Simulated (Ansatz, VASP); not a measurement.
**Mg2Al in VASP and in Ansatz**

```
Mg Al
1.0
     0.00000    3.32292    3.32292
     3.32292    0.00000    3.32292
     3.32292    3.32292    0.00000
Mg Al
2 1
Direct
  0.25000 0.25000 0.25000
  0.75000 0.75000 0.75000
  0.00000 0.00000 0.00000
```

Alike in both runs: functional PBE; k mesh 12 × 12 × 12; occupations gaussian, width 0.1 eV; no spin polarisation.

Ansatz relaxed the structure, and its values are those at the end. VASP's run is a single point on that final structure, the one shown.

|  | VASP | Ansatz |
| --- | --- | --- |
| version | VASP 6.6.1 | Ansatz 0.2.0 |
| potentials or method | VASP PAW PBE potentials, release 64 (Mg, Al), cutoff 520 eV | scalar-relativistic, plane waves, PAW |
| valence electrons in the cell | 7 | 23 |

```tsv
	VASP	Ansatz	Ansatz less VASP
gap on the k mesh at the Fermi level (eV)	none	none	-
pressure (GPa)	-0.1	0.0	+0.09
```

A gap of «none» marks a metal or a gap that the smearing closes. VASP's potentials hold 7 valence electrons a cell and Ansatz's 23, so a difference there can come from the potentials and not from the codes.
